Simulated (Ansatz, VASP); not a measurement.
One calculation of Ti2TeAs2, two programs

```
CELL_PARAMETERS angstrom
4.47374 0.00000 0.00000
0.00000 4.47374 0.00000
0.00000 0.00000 6.06850
ATOMIC_POSITIONS crystal
Ti 0.00000 0.50000 0.50000
Ti 0.50000 0.00000 0.50000
Te 0.00000 0.00000 0.00000
As 0.50000 0.50000 0.24000
As 0.50000 0.50000 0.76000
```

Change from the starting cell: species swapped into the CeMg2Si2 type (P4/mmm, No. 123).

Alike in both runs: task single point; functional PBE; k mesh 4 × 4 × 4; occupations gaussian, width 0.1 eV; no spin polarisation.

|  | VASP | Ansatz |
| --- | --- | --- |
| version | VASP 6.6.1 | Ansatz 0.2.0 |
| potentials or method | VASP PAW PBE potentials, release 64 (Ti_sv, Te, As), cutoff 520 eV | scalar-relativistic, plane waves, PAW |
| valence electrons in the cell | 40 | 70 |

Ansatz gave:

```
gap on the k mesh at the Fermi level (eV)                     : none
pressure (GPa)                                                : -8.8
traceless stress, the component that is largest in VASP (GPa) : -4.94
rms of the force components (eV/Å)                            : 0.162
```

Problem. What did VASP give for the same quantities?

Solution. gap on the k mesh at the Fermi level (eV): none; pressure (GPa): -8.7; traceless stress, the component that is largest in VASP (GPa): -4.94; rms of the force components (eV/Å): 0.157.

Atom by atom the forces differ by 0.005 eV/Å (rms over components). A gap of «none» marks a metal or a gap that the smearing closes. The functional is the same, so the differences come from potentials, cutoffs and numerics. VASP's potentials hold 40 valence electrons a cell and Ansatz's 70, so a difference there can come from the potentials and not from the codes.

Spin-orbit coupling is off throughout.
